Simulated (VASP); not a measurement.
# Pt: single point with PBE

Crystal: Pt.

```
Pt
1.0
     2.77437    0.00000    0.00000
    -1.38718    2.40267    0.00000
     0.00000    0.00000    4.73882
Pt
2
Direct
  0.66667 0.33333 0.75000
  0.33333 0.66667 0.25000
```

This isn't the form of Pt at room conditions, which is fcc.

| Item | Value |
| --- | --- |
| Program | VASP 6.6.1 |
| Task | single point |
| Functional | PBE |
| Potentials or basis | VASP PAW PBE potentials, release 64 (Pt) |
| Cutoff | 520 eV |
| k mesh | 18 × 18 × 10 |
| Occupations | fermi-dirac, width 0.15 eV |
| Spin | no spin polarisation |
| Dipole correction | no |
| Further INCAR settings | ALGO = Normal; EDIFF = 1e-07; NBANDS = 17 |

- Pressure: -0.5 GPa
- Band gap on the k mesh: zero (bands 10 and 11 overlap by 1.27 eV)

Stress tensor (GPa, compression positive):
```
-0.44  0.00  0.00
 0.00 -0.44  0.00
 0.00  0.00 -0.51
```

Levels at points of the mesh, in eV from the Fermi level:
| k point | band 8 | band 9 | band 10 | band 11 | band 12 | band 13 |
| --- | --- | --- | --- | --- | --- | --- |
| (0.00, 0.00, 0.00) | -1.94 | -1.94 | -0.63 | -0.27 | -0.27 | 4.85 |
| (0.50, 0.00, 0.00) | 0.01 | 0.20 | 0.42 | 2.21 | 3.66 | 7.29 |
| (0.00, 0.00, 0.50) | -3.43 | -0.85 | -0.85 | -0.85 | -0.85 | 12.23 |
| (0.50, 0.00, 0.50) | -0.88 | 0.33 | 0.33 | 1.68 | 1.68 | 6.37 |

Run time: 110 s on 1 thread of Intel Xeon 8259CL, on a shared host, peak memory 0.23 GiB.

Caveat: spin-orbit coupling is left out, which moves the levels of the heavy elements.
